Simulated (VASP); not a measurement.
Runs of VASP 6.6.1 on Sb. The structure is that of space group R-3m (No. 166), or close to it. The cells are those of the table. 

```tsv
task	level	potentials or basis	spin	cell	k mesh	cutoff (eV)	gap on the mesh (eV)	pressure (GPa)	largest force (eV/Å)
single point	LDA	VASP PAW LDA potentials, release 64 (Sb)	off	a = 4.571 Å, angles 56.5°, 2 atoms	8 × 8 × 8	520	none	-1.7	0.13
single point	PBE+D4	VASP PAW PBE potentials, release 64 (Sb)	off	a = 4.480 Å, angles 57.7°, 2 atoms	6 × 6 × 6	520	none	0.0	(b)
single point	PBE	VASP PAW PBE potentials, release 64 (Sb)	off	a = 4.571 Å, angles 56.5°, 2 atoms	8 × 8 × 8	520	none	1.9	0.27
relaxation of cell and atoms	PBE+D4	VASP PAW PBE potentials, release 64 (Sb)	off	relaxed from a = 4.480 Å, angles 57.7°, 2 atoms	6 × 6 × 6	600	none	0.0	-
single point	r2SCAN	VASP PAW PBE potentials, release 64 (Sb)	off	a = 4.571 Å, angles 56.5°, 2 atoms	8 × 8 × 8	520	none	0.9	0.11
single point	PBE+D3(BJ)	VASP PAW PBE potentials, release 64 (Sb)	off	a = 4.480 Å, angles 57.7°, 2 atoms	6 × 6 × 6	520	none	0.1	(a)
single point	PBE	VASP PAW PBE potentials, release 64 (Sb)	non-collinear, zero start, SOC	a = 4.571 Å, angles 56.5°, 2 atoms	8 × 8 × 8	520	-	1.9	0.27
```

Alike in all rows: smearing fermi-dirac 0.02 eV.

Q: Fill in the values left out.

A: (a) 0.04; (b) 0.03.

Caveats: spin-orbit coupling is left out, which moves the levels of the heavy elements (some runs); pairwise dispersion overbinds metals, which lowers pressure and volume (some runs); the PAW data sets were made with another functional, which shifts forces and pressure a little (some runs).

A k mesh can miss the band edges, and rows without SOC leave out spin-orbit coupling on Sb.

A gap of «none» marks levels without a gap at the run's occupations.
